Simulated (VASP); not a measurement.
# W (Im-3m) in VASP: a series of runs

W is run at these levels: LDA; tasks: single point.

Program: VASP 6.6.1. These are calculated values, not measurements. Logs are shortened: lines on timing, memory, paths and dates and some standing lists are left out, and cuts for length are marked.

## 1. The cell of the first run

The structure is cubic, space group Im-3m (No. 229). The conventional cell has a = 3.135 Å, b = 3.135 Å, c = 3.135 Å, α = 90.00°, β = 90.00°, γ = 90.00°. Within 3.6 Å of W (site symmetry m-3m) lie 14 W at 2.72 to 3.14 Å.

## 2. Single point, LDA

File INCAR:

```
SYSTEM = W
PREC = Accurate ; ENCUT = 520
EDIFF = 1E-6 ; ISMEAR = 1
SIGMA = 0.03 ; LREAL = .FALSE.
LASPH = .TRUE. ; NELM = 80
ALGO = Normal ; ISIF = 2
LWAVE = .FALSE. ; LCHARG = .FALSE.
GGA = CA ; NBANDS = 13
```

File KPOINTS:

```
Automatic mesh
0
G
  14 14 14
  0 0 0
```

File POSCAR:

```
W
1.0
   -1.5676867250      1.5676867250      1.5676867250
    1.5676867250     -1.5676867250      1.5676867250
    1.5676867250      1.5676867250     -1.5676867250
W
1
Direct
    0.0000000000      0.0000000000      0.0000000000
```

Potentials or basis: VASP PAW LDA potentials, release 64 (W_sv).

On the command line:

```bash
> cat potpaw_LDA.64/W_sv/POTCAR > POTCAR
> mpirun -np 1 vasp_std > vasp.out
```

OUTCAR:

```text
SYSTEM = W
   PREC = Accurate
   ENCUT = 520
   EDIFF = 1E-6
   ISMEAR = 1
   LREAL = .FALSE.
   LASPH = .TRUE.
   NELM = 80
   ISIF = 2
   GGA = CA

 ion  position               nearest neighbor table
   1  0.000  0.000  0.000-

  LATTYP: Found a body centered cubic cell.
 ALAT       =     3.1353734500

  Lattice vectors:

 A1 = (  -1.5676867250,   1.5676867250,   1.5676867250)
 A2 = (   1.5676867250,  -1.5676867250,   1.5676867250)
 A3 = (   1.5676867250,   1.5676867250,  -1.5676867250)

Analysis of symmetry for initial positions (statically):
=====================================================================
 Subroutine PRICEL returns:
 Original cell was already a primitive cell.

 Routine SETGRP: Setting up the symmetry group for a
 body centered cubic supercell.

 Subroutine GETGRP returns: Found 48 space group operations
 (whereof 48 operations were pure point group operations)
 out of a pool of 48 trial point group operations.

The static configuration has the point symmetry O_h .

Analysis of symmetry for dynamics (positions and initial velocities):
=====================================================================
 Subroutine PRICEL returns:
 Original cell was already a primitive cell.

 Routine SETGRP: Setting up the symmetry group for a
 body centered cubic supercell.

 Subroutine GETGRP returns: Found 48 space group operations
 (whereof 48 operations were pure point group operations)
 out of a pool of 48 trial point group operations.

The dynamic configuration has the point symmetry O_h .

 Subroutine INISYM returns: Found 48 space group operations
 (whereof 48 operations are pure point group operations),
 and found     1 'primitive' translations

----------------------------------------------------------------------------------------

                                     Primitive cell

  volume of cell :      15.4112

  direct lattice vectors                    reciprocal lattice vectors
    -1.567686725  1.567686725  1.567686725     0.000000000  0.318941273  0.318941273
     1.567686725 -1.567686725  1.567686725     0.318941273  0.000000000  0.318941273
     1.567686725  1.567686725 -1.567686725     0.318941273  0.318941273  0.000000000

  length of vectors
     2.715313058  2.715313058  2.715313058     0.451051074  0.451051074  0.451051074

  position of ions in fractional coordinates (direct lattice)
     0.000000000  0.000000000  0.000000000

  ion indices of the primitive-cell ions
   primitive index   ion index
                 1           1

----------------------------------------------------------------------------------------

 KPOINTS: Automatic mesh

Automatic generation of k-mesh.
 Grid dimensions read from file:
 generate k-points for:   14   14   14

 Generating k-lattice:

  Cartesian coordinates                     Fractional coordinates (reciprocal lattice)
     0.000000000  0.022781520  0.022781520     0.071428571  0.000000000  0.000000000
     0.022781520  0.000000000  0.022781520     0.000000000  0.071428571  0.000000000
     0.022781520  0.022781520  0.000000000     0.000000000  0.000000000  0.071428571

  Length of vectors
     0.032217934  0.032217934  0.032217934

  Shift w.r.t. Gamma in fractional coordinates (k-lattice)
     0.000000000  0.000000000  0.000000000

 Subroutine IBZKPT returns following result:
 ===========================================

 Found    104 irreducible k-points:

 Following reciprocal coordinates:
            Coordinates               Weight
  0.000000  0.000000  0.000000      1.000000
  0.071429  0.000000  0.000000     12.000000
  0.142857  0.000000  0.000000     12.000000
  0.214286  0.000000  0.000000     12.000000
  0.285714  0.000000  0.000000     12.000000
  0.357143  0.000000  0.000000     12.000000
[... 16 lines left out ...]
  0.285714  0.285714  0.000000     24.000000
  0.357143  0.285714  0.000000     24.000000
 [... further k-points ...]
   k-points           NKPTS =    104   k-points in BZ     NKDIM =    104   number of bands    NBANDS=     13
   number of dos      NEDOS =    301   number of ions     NIONS =      1
   total plane-waves  NPLWV =   8000
   dimension x,y,z NGX =    20 NGY =   20 NGZ =   20
   dimension x,y,z NGXF=    40 NGYF=   40 NGZF=   40
   ions per type =               1
   NGX,Y,Z   is equivalent  to a cutoff of  12.25, 12.25, 12.25 a.u.
   NGXF,Y,Z  is equivalent  to a cutoff of  24.49, 24.49, 24.49 a.u.
 SYSTEM =  W
   PREC   = accura    normal or accurate (medium, high low for compatibility)
   ISTART =      0    job   : 0-new  1-cont  2-samecut
   ICHARG =      2    charge: 1-file 2-atom 10-const
   ISPIN  =      1    spin polarized calculation?
   LNONCOLLINEAR =      F non collinear calculations
   LSORBIT =      F    spin-orbit coupling
   LASPH  =      T    aspherical Exc in radial PAW
   ENCUT  =  520.0 eV  38.22 Ry    6.18 a.u.   5.05  5.05  5.05*2*pi/ulx,y,z
   NELM   =     80;   NELMIN=  2; NELMDL= -5     # of ELM steps
   EDIFF  = 0.1E-05   stopping-criterion for ELM
   LREAL  =      F    real-space projection
   EDIFFG = 0.1E-04   stopping-criterion for IOM
   NSW    =      0    number of steps for IOM
   IBRION =     -1    ionic relax: 0-MD 1-quasi-New 2-CG
   NFREE  =      0    steps in history (QN), initial steepest desc. (CG)
   ISIF   =      2    stress and relaxation
   ISYM   =      2    0-nonsym 1-usesym 2-fastsym
   POTIM  = 0.5000    time-step for ionic-motion
   TEBEG  =    0.0;   TEEND  =   0.0 temperature during run
   PSTRESS=    0.0 pullay stress
   NELECT =      14.0000    total number of electrons
   NUPDOWN=      -1.0000    fix difference up-down
   EMIN   =  10.00;   EMAX   =-10.00  energy-range for DOS
   EFERMI =   0.00;   METHOD = LEGACY
   ISMEAR =     1;   SIGMA  =   0.03  broadening in eV -4-tet -1-fermi 0-gaus
   EFERMI_NEDOS =   21; number of points for ismear=-14 and -15
   IALGO  =     38    algorithm
   IMIX   =      4    mixing-type and parameters
     AMIX     =   0.40;   BMIX     =  1.00
     AMIX_MAG =   1.60;   BMIX_MAG =  1.00
  volume/ion in A,a.u.               =      15.41       104.00
  Fermi-wavevector in a.u.,A,eV,Ry     =   1.585519  2.996197 34.203303  2.513872
  Thomas-Fermi vector in A             =   2.684971
   LORBIT       =      0    0 simple, 1 ext, 2 COOP (PROOUT), +10 PAW based schemes
   GGA     = CA    functional components
   LHFCALC =     F    Hartree Fock is set to
   AEXX    =    0.0000 exact exchange contribution
   IVDW    =     0    specifies the selected vdW correction
   LEPSILON=     F    determine dielectric tensor
   LRPA    =     F    only Hartree local field effects (RPA)
 non-spin polarized calculation
 Methfessel and Paxton  Order N= 1 SIGMA  =   0.03
  energy-cutoff  :      520.00
  volume of cell :       15.41
 maximum number of plane-waves:       432
   NGX =  9   NGY =  9   NGZ =  9

 number of electron      14.0000004 magnetization

 Free energy of the ion-electron system (eV)
  ---------------------------------------------------
  ext. energy  EPLUGINS =         0.00000000
  ---------------------------------------------------
  free energy    TOTEN  =       -14.09367238 eV

  energy without entropy =      -14.09372443  energy(sigma->0) =      -14.09368973

 E-fermi :  11.8833     XC(G=0): -13.9879

 val. band max:       11.8720893162   @ k =   0.4286   0.0714   0.0714
 cond. band min:      11.9082964303   @ k =  -0.4286   0.4286   0.2857
 fundamental gap:      0.0362071141
 Fermi energy:        11.8833303500

 k-point     1 :       0.0000    0.0000    0.0000
  band No.  band energies     occupation
      1     -61.9769      2.00000
      2     -25.7398      2.00000
      3     -25.7398      2.00000
      4     -25.7398      2.00000
      5       2.0362      2.00000
      6      10.4259      2.00000
      7      10.4259      2.00000
      8      10.4259      2.00000
      9      13.9897      0.00000
     10      13.9897      0.00000
     11      26.3712      0.00000
     12      26.3712      0.00000
     13      26.3712      0.00000

 k-point     2 :       0.0714    0.0000    0.0000
  band No.  band energies     occupation
      1     -61.9693      2.00000
      2     -25.8173      2.00000
      3     -25.7638      2.00000
      4     -25.7403      2.00000
      5       2.2925      2.00000
      6      10.2708      2.00000
      7      10.3899      2.00000
      8      10.6740      2.00000
      9      13.7470      0.00000
     10      13.9914      0.00000
     11      26.5893      0.00000
     12      26.8035      0.00000
     13      27.0033      0.00000

 k-point     3 :       0.1429    0.0000    0.0000
  band No.  band energies     occupation
      1     -61.9477      2.00000
      2     -26.0304      2.00000
      3     -25.8304      2.00000
      4     -25.7416      2.00000
      5       3.0091      2.00000
      6       9.8642      2.00000
      7      10.2169      2.00000
      8      11.4050      2.00000
      9      13.3444      0.00000
     10      14.0166      0.00000
     11      27.0595      0.00000
     12      28.0381      0.00000
     13      28.4449      0.00000

 k-point     4 :       0.2143    0.0000    0.0000
  band No.  band energies     occupation
      1     -61.9164      2.00000
      2     -26.3286      2.00000
      3     -25.9253      2.00000
      4     -25.7435      2.00000
      5       4.0065      2.00000
      6       9.3354      2.00000
      7       9.9120      2.00000
      8      12.5761      0.00000
      9      13.2591      0.00000
     10      14.1072      0.00000
     11      27.0950      0.00000
     12      29.1907      0.00000
     13      29.9311      0.00000

 k-point     5 :       0.2857    0.0000    0.0000
  band No.  band energies     occupation
      1     -61.8814      2.00000
      2     -26.6472      2.00000
      3     -26.0287      2.00000
      4     -25.7456      2.00000
      5       4.9117      2.00000
      6       8.8112      2.00000
      7       9.9007      2.00000
      8      13.5177      0.00000
      9      14.1053      0.00000
     10      14.2913      0.00000
     11      26.1174      0.00000
     12      27.8272      0.00000
     13      32.3241      0.00000
[... 257 lines left out ...]
 k-point    22 :       0.3571    0.2143    0.0000
  band No.  band energies     occupation
      1     -61.8082      2.00000
      2     -26.9776      2.00000
      3     -26.4329      2.00000
      4     -25.8955      2.00000
      5       6.6685      2.00000
      6       8.3628      2.00000
      7      10.1724      2.00000
      8      13.8068      0.00000
      9      15.1682      0.00000
     10      20.4906      0.00000
     11      21.5012      0.00000
     12      25.4479      0.00000
     13      28.3746      0.00000

 k-point    23 :       0.2857    0.2857    0.0000
  band No.  band energies     occupation
      1     -61.8064      2.00000
      2     -26.8997      2.00000
      3     -26.5198      2.00000
      4     -25.9132      2.00000
      5       7.0610      2.00000
      6       8.5010      2.00000
      7       9.5780      2.00000
      8      14.0000      0.00000
      9      14.8879      0.00000
     10      20.8795      0.00000
     11      21.4004      0.00000
     12      25.5360      0.00000
     13      28.7488      0.00000

 k-point    24 :       0.3571    0.2857    0.0000
  band No.  band energies     occupation
      1     -61.8015      2.00000
      2     -26.8456      2.00000
      3     -26.6266      2.00000
      4     -25.9208      2.00000
      5       7.1508      2.00000
      6       8.6801      2.00000
      7       9.4493      2.00000
      8      14.2654      0.00000
      9      14.8956      0.00000
     10      20.4002      0.00000
     11      22.3666      0.00000
     12      24.4537      0.00000
     13      29.2803      0.00000

 [... further k-points ...]

------------------------ aborting loop because EDIFF is reached ----------------------------------------

  FORCE on cell =-STRESS in cart. coord.  units (eV):
  Direction    XX          YY          ZZ          XY          YZ          ZX
  --------------------------------------------------------------------------------------
  -------------------------------------------------------------------------------------
  Total        0.1705392      0.1705392      0.1705392      0.0000000     -0.0000000      0.0000000
  in kB       17.7295146     17.7295146     17.7295146      0.0000000     -0.0000000      0.0000000
  external PRESSURE =      17.7295146 kB  Pullay stress =       0.0000000 kB

 VOLUME and BASIS-vectors are now :
 -----------------------------------------------------------------------------
  energy-cutoff  :      520.00
  volume of cell :       15.41
      direct lattice vectors                 reciprocal lattice vectors
    -1.567686725  1.567686725  1.567686725     0.000000000  0.318941273  0.318941273
     1.567686725 -1.567686725  1.567686725     0.318941273  0.000000000  0.318941273
     1.567686725  1.567686725 -1.567686725     0.318941273  0.318941273  0.000000000

 POSITION                                       TOTAL-FORCE (eV/Angst)
 -----------------------------------------------------------------------------------
      0.00000      0.00000      0.00000         0.000000      0.000000     -0.000000
 -----------------------------------------------------------------------------------
    total drift:                                0.000000     -0.000000      0.000000

  FREE ENERGIE OF THE ION-ELECTRON SYSTEM (eV)
  ---------------------------------------------------
  free  energy   TOTEN  =       -14.0936723785 eV

  energy  without entropy=      -14.0937244253  energy(sigma->0) =      -14.09368973
```

Run time: 22 s. Hardware: 1 thread of AMD EPYC 7R43 (Zen 3), shared host; peak memory 0.1 GiB.

What came out:

* Free energy: -14.0937 eV
* Pressure: 1.8 GPa
* Band gap on the k mesh: zero (band 7 reaches 17.09 eV, above the bottom of band 8 at 10.43 eV)

Levels at points of the mesh, in eV from the Fermi level:
| k point | band 5 | band 6 | band 7 | band 8 | band 9 | band 10 |
| --- | --- | --- | --- | --- | --- | --- |
| (0.00, 0.00, 0.00) | -9.85 | -1.46 | -1.46 | -1.46 | 2.11 | 2.11 |
| (0.50, 0.00, 0.00) | -6.59 | -3.87 | 0.79 | 2.03 | 3.02 | 6.24 |
| (0.50, 0.50, 0.50) | -6.23 | -6.23 | 5.21 | 5.21 | 5.21 | 8.44 |

Caveat: spin-orbit coupling is left out, which moves the levels of the heavy elements.

## 3. Single point, LDA

File INCAR:

```
PREC = Accurate
ENCUT = 520
EDIFF = 1E-6
ISMEAR = 1
SIGMA = 0.3
LREAL = F
LASPH = T
NELM = 60
ALGO = Normal
ISIF = 2
LWAVE = F
LCHARG = F
NBANDS = 13
```

File KPOINTS:

```
Automatic mesh
0
Gamma
  14 14 14
```

POSCAR is that of step 2.

Potentials or basis: VASP PAW LDA potentials, release 64 (W_sv).

On the command line:

```bash
> cat potpaw_LDA.64/W_sv/POTCAR > POTCAR
> mpirun -np 1 vasp_std > vasp.out
```

OUTCAR:

```text
PREC = Accurate
   ENCUT = 520
   EDIFF = 1E-6
   ISMEAR = 1
   LREAL = F
   LASPH = T
   NELM = 60
   ISIF = 2

 ion  position               nearest neighbor table
   1  0.000  0.000  0.000-

  LATTYP: Found a body centered cubic cell.
 ALAT       =     3.1353734500

  Lattice vectors:

 A1 = (  -1.5676867250,   1.5676867250,   1.5676867250)
 A2 = (   1.5676867250,  -1.5676867250,   1.5676867250)
 A3 = (   1.5676867250,   1.5676867250,  -1.5676867250)

[... 561 lines left out ...]
     13      29.2803      0.00000

 [... further k-points ...]

------------------------ aborting loop because EDIFF is reached ----------------------------------------

  FORCE on cell =-STRESS in cart. coord.  units (eV):
  Direction    XX          YY          ZZ          XY          YZ          ZX
  --------------------------------------------------------------------------------------
  -------------------------------------------------------------------------------------
  Total        0.1860495      0.1860495      0.1860495      0.0000000      0.0000000     -0.0000000
  in kB       19.3419939     19.3419939     19.3419939      0.0000000      0.0000000     -0.0000000
  external PRESSURE =      19.3419939 kB  Pullay stress =       0.0000000 kB

 VOLUME and BASIS-vectors are now :
 -----------------------------------------------------------------------------
  energy-cutoff  :      520.00
  volume of cell :       15.41
      direct lattice vectors                 reciprocal lattice vectors
    -1.567686725  1.567686725  1.567686725     0.000000000  0.318941273  0.318941273
     1.567686725 -1.567686725  1.567686725     0.318941273  0.000000000  0.318941273
     1.567686725  1.567686725 -1.567686725     0.318941273  0.318941273  0.000000000

 POSITION                                       TOTAL-FORCE (eV/Angst)
 -----------------------------------------------------------------------------------
      0.00000      0.00000      0.00000         0.000000      0.000000     -0.000000
 -----------------------------------------------------------------------------------
    total drift:                                0.000000     -0.000000     -0.000000

  FREE ENERGIE OF THE ION-ELECTRON SYSTEM (eV)
  ---------------------------------------------------
  free  energy   TOTEN  =       -14.0971255297 eV

  energy  without entropy=      -14.0930295256  energy(sigma->0) =      -14.09576020
```

It took 18 s on 1 thread of AMD EPYC 7R43 (Zen 3), shared host; peak memory 0.1 GiB.

What came out:

```yaml
Free_energy: -14.0971 eV
Pressure: 1.9 GPa
Band_gap_on_the_k_mesh: zero (band 7 reaches 17.09 eV, above the bottom of band 8 at 10.42 eV)
```

Levels at points of the mesh, in eV from the Fermi level:
```
           k point  band 5  band 6  band 7  band 8  band 9  band 10
(0.00, 0.00, 0.00)   -9.82   -1.43   -1.43   -1.43    2.13     2.13
(0.50, 0.00, 0.00)   -6.57   -3.85    0.82    2.05    3.05     6.27
(0.50, 0.50, 0.50)   -6.20   -6.20    5.23    5.23    5.23     8.46
```

Caveat: spin-orbit coupling is left out, which moves the levels of the heavy elements.

## 4. Single point, LDA

File INCAR:

```
SYSTEM = W
ALGO     = Normal         ! electronic algorithm
EDIFF    = 1E-6           ! SCF threshold, eV
ENCUT    = 520            ! plane-wave cutoff, eV
ISIF     = 2              ! what is computed and relaxed
ISMEAR   = 1              ! smearing method
LASPH    = .True.         ! aspherical terms in the spheres
LCHARG   = .False.        ! write CHGCAR
LREAL    = .False.        ! projectors in reciprocal space
LWAVE    = .False.        ! write WAVECAR
NBANDS   = 13             ! bands
NELM     = 100            ! most SCF steps
PREC     = Accurate       ! precision mode
SIGMA    = 1.0            ! smearing width, eV
```

File KPOINTS:

```
k-points
0
Gamma
  14 14 14
  0 0 0
```

POSCAR is that of step 3.

On the command line:

```bash
> cat potpaw_LDA.64/W_sv/POTCAR > POTCAR
> mpirun -np 1 vasp_std > vasp.out
```

It took 25 s on 1 thread of AMD EPYC 7R43 (Zen 3), shared host; peak memory 0.1 GiB.

Results (log left out):

```
Free energy            : -14.0920 eV
Pressure               : 1.4 GPa
Band gap on the k mesh : zero (band 7 reaches 17.08 eV, above the bottom of band 8 at 10.42 eV)
```

Levels at points of the mesh, in eV from the Fermi level:
| k point | band 5 | band 6 | band 7 | band 8 | band 9 | band 10 |
| --- | --- | --- | --- | --- | --- | --- |
| (0.00, 0.00, 0.00) | -9.68 | -1.29 | -1.29 | -1.29 | 2.27 | 2.27 |
| (0.50, 0.00, 0.00) | -6.42 | -3.70 | 0.96 | 2.19 | 3.19 | 6.41 |
| (0.50, 0.50, 0.50) | -6.06 | -6.06 | 5.37 | 5.37 | 5.37 | 8.61 |

Caveat: spin-orbit coupling is left out, which moves the levels of the heavy elements.

## 5. Overview

```csv
smearing,gap on the mesh (eV),pressure (GPa)
methfessel-paxton 0.03 eV,none,1.8
methfessel-paxton 0.3 eV,none,1.9
methfessel-paxton 1 eV,none,1.4
```

Alike in all rows: task single point; level LDA; potentials or basis VASP PAW LDA potentials, release 64 (W_sv); no spin polarisation; cell as given; k mesh 14 × 14 × 14; cutoff (eV) 520.

Every run on the cell as given and a fine mesh finds a metal.

Caveats: spin-orbit coupling is left out, which moves the levels of the heavy elements.

Total energies depend on the potentials used, so only differences within one code and one set of settings carry meaning.
